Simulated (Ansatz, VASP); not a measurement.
## One calculation of Zn3PAu, two programs

File INCAR:

```
SYSTEM = Zn3PAu
ALGO     = Normal         ! electronic algorithm
EDIFF    = 1E-6           ! SCF threshold, eV
EDIFFG   = -0.01          ! ionic threshold
ENCUT    = 600            ! plane-wave cutoff, eV
GGA      = PE             ! functional
IBRION   = 2              ! ionic algorithm
ISIF     = 3              ! what is computed and relaxed
ISMEAR   = 0              ! smearing method
LASPH    = .True.         ! aspherical terms in the spheres
LCHARG   = .False.        ! write CHGCAR
LREAL    = .False.        ! projectors in reciprocal space
LWAVE    = .False.        ! write WAVECAR
NELM     = 80             ! most SCF steps
NSW      = 100            ! ionic steps
PREC     = Accurate       ! precision mode
SIGMA    = 0.1            ! smearing width, eV
```

KPOINTS

```
k-points
0
Gamma
  8 8 8
  0 0 0
```

File POSCAR:

```
Zn3PAu
1.0
    4.8427282638      0.0000000000      0.0000000000
    0.0000000000      4.8427282638      0.0000000000
    0.0000000000      0.0000000000      4.8427282638
Zn P Au
3 1 1
Direct
    0.0000000000      0.5000000000      0.5000000000
    0.5000000000      0.0000000000      0.5000000000
    0.5000000000      0.5000000000      0.0000000000
    0.0000000000      0.0000000000      0.0000000000
    0.5000000000      0.5000000000      0.5000000000
```

Input for Ansatz:

```yaml
crystal:
  lattice:
    - [4.8427282638, 0.0, 0.0]
    - [0.0, 4.8427282638, 0.0]
    - [0.0, 0.0, 4.8427282638]
  atoms:
    - { symbol: Zn, position: [0.0, 0.5, 0.5] }
    - { symbol: Zn, position: [0.5, 0.0, 0.5] }
    - { symbol: Zn, position: [0.5, 0.5, 0.0] }
    - { symbol: P, position: [0.0, 0.0, 0.0] }
    - { symbol: Au, position: [0.5, 0.5, 0.5] }
basis:
  ecutwfc: 420
kpoints:
  mp_grid: { grid: [8, 8, 8] }
hamiltonian:
  xc: pbe
scf:
  occupations: { method: gaussian, width: 0.1 }
output:
  forces: true
  stress: true
  eigenvalues: true
relax:
  adjacent_minimum: "off"
  f_tol: 0.01
  max_steps: 80
  cell: { stress_tol: 0.05 }
```

Alike in both runs: task relaxation of cell and atoms; functional PBE; k mesh 8 × 8 × 8; occupations gaussian, width 0.1 eV; no spin polarisation.

```csv
,VASP,Ansatz
version,VASP 6.6.1,Ansatz 0.2.0
potentials or method,"VASP PAW PBE potentials, release 64 (Zn, P, Au), cutoff 600 eV","scalar-relativistic, plane waves, PAW"
valence electrons in the cell,52,60
```

Ansatz gave:

```
gap on the k mesh at the Fermi level, each at its own relaxed structure (eV)  : none
relaxed volume (Å³/atom)                                                      : 22.71
relaxed length of the cell vector where the two differ most in proportion (Å) : 4.843
```

Problem. What did VASP give for the same quantities?

Solution. gap on the k mesh at the Fermi level, each at its own relaxed structure (eV): none; relaxed volume (Å³/atom): 22.78; relaxed length of the cell vector where the two differ most in proportion (Å): 4.847.

A gap of «none» marks a metal or a gap that the smearing closes. VASP's potentials hold 52 valence electrons a cell and Ansatz's 60, so a difference there can come from the potentials and not from the codes.

Neither program's run includes spin-orbit coupling.
